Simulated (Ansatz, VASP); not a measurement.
## TiPt3: VASP beside Ansatz

INCAR

```
SYSTEM = TiPt3
PREC     = Accurate       ! precision mode
ENCUT    = 520            ! plane-wave cutoff, eV
EDIFF    = 1E-7           ! SCF threshold, eV
ISMEAR   = -1             ! smearing method
SIGMA    = 0.05           ! smearing width, eV
LREAL    = .FALSE.        ! projectors in reciprocal space
LASPH    = .TRUE.         ! aspherical terms in the spheres
NELM     = 80             ! most SCF steps
ALGO     = Normal         ! electronic algorithm
ISIF     = 2              ! what is computed and relaxed
LWAVE    = .FALSE.        ! write WAVECAR
LCHARG   = .FALSE.        ! write CHGCAR
GGA      = PS             ! functional
NBANDS   = 29             ! bands
```

File KPOINTS:

```
regular mesh
0
G
  5 5 5
  0 0 0
```

File POSCAR:

```
TiPt3
1.0
    3.8970000000      0.0000000000      0.0000000000
    0.0000000000      3.8970000000      0.0000000000
    0.0000000000      0.0000000000      3.8970000000
Pt Ti
3 1
Direct
    0.5000000000      0.5000000000      0.0000000000
    0.5000000000      0.0000000000      0.5000000000
    0.0000000000      0.5000000000      0.5000000000
    0.0000000000      0.0000000000      0.0000000000
```

input.yaml

```yaml
crystal:
  lattice:
    - [3.897, 0.0, 0.0]
    - [0.0, 3.897, 0.0]
    - [0.0, 0.0, 3.897]
  atoms:
    - { symbol: Pt, position: [0.5, 0.5, 0.0] }
    - { symbol: Pt, position: [0.5, 0.0, 0.5] }
    - { symbol: Pt, position: [0.0, 0.5, 0.5] }
    - { symbol: Ti, position: [0.0, 0.0, 0.0] }
kpoints:
  mp_grid: { grid: [5, 5, 5] }
  band_path:
    path:
      - [0.0, 0.0, 0.0]
      - [0.0, 0.5, 0.0]
      - [0.5, 0.5, 0.0]
      - [0.0, 0.0, 0.0]
      - [0.5, 0.5, 0.5]
      - [0.0, 0.5, 0.0]
    npoints: 10
scf:
  occupations: { method: fermi_dirac, width: 0.05 }
hamiltonian:
  xc: pbesol
  pseudopotentials: { kind: all_electron, lapw: { basis_error: 0.002 } }
output:
  forces: true
  stress: true
  eigenvalues: true
```

Alike in both runs: functional PBEsol; k mesh 5 × 5 × 5; occupations fermi-dirac, width 0.05 eV; no spin polarisation.

|  | VASP | Ansatz |
| --- | --- | --- |
| version | VASP 6.6.1 | Ansatz 0.2.0 |
| potentials or method | VASP PAW PBE potentials, release 64 (Pt, Ti_sv), cutoff 520 eV | all-electron LAPW, scalar-relativistic |
| task | single point | band structure |

```csv
,VASP,Ansatz,Ansatz less VASP
gap on the k mesh at the Fermi level (eV),none,none,-
pressure (GPa),0.1,0.4,+0.27
```

VASP's potentials were made for PBE, not for PBEsol. A gap of «none» marks a metal or a gap that the smearing closes. Ansatz ran all-electron here, and VASP with PAW potentials.

Spin-orbit coupling is off throughout. Noted on Ansatz's run: the k mesh is thin for a metal, which can move the energy by tens of meV per atom.
